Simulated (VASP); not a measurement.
Input of a VASP 6.6.1 run:

The input INCAR:

```
SYSTEM = Mo
  PREC = Accurate
  ENCUT = 520
  EDIFF = 1E-6
  ISMEAR = 0
  SIGMA = 0.15
  LREAL = .FALSE.
  LASPH = .TRUE.
  NELM = 100
  ALGO = Fast
  ISIF = 2
  LWAVE = .FALSE.
  LCHARG = .FALSE.
  GGA = PE
  NBANDS = 13
```

File KPOINTS:

```
Automatic mesh
0
G
  22 22 22
  0 0 0
```

Contents of POSCAR:

```
Mo
1.0
   -1.1169426762      1.5498524122      1.5498524122
    1.5498524122     -1.1169426762      1.5498524122
    1.5498524122      1.5498524122     -1.1169426762
Mo
1
Direct
    0.0000000000      0.0000000000      0.0000000000
```

Potentials or basis: VASP PAW PBE potentials, release 64 (Mo_sv).

Run with:

```sh
$ cat potpaw_PBE.64/Mo_sv/POTCAR > POTCAR
$ mpirun -np 1 vasp_std > vasp.out
```

(1) Estimate the pressure.

(2) Predict the band gap on the k mesh.

## Answers

(1) 55.0 GPa.

(2) zero (band 7 reaches 15.91 eV, above the bottom of band 8 at 12.67 eV).
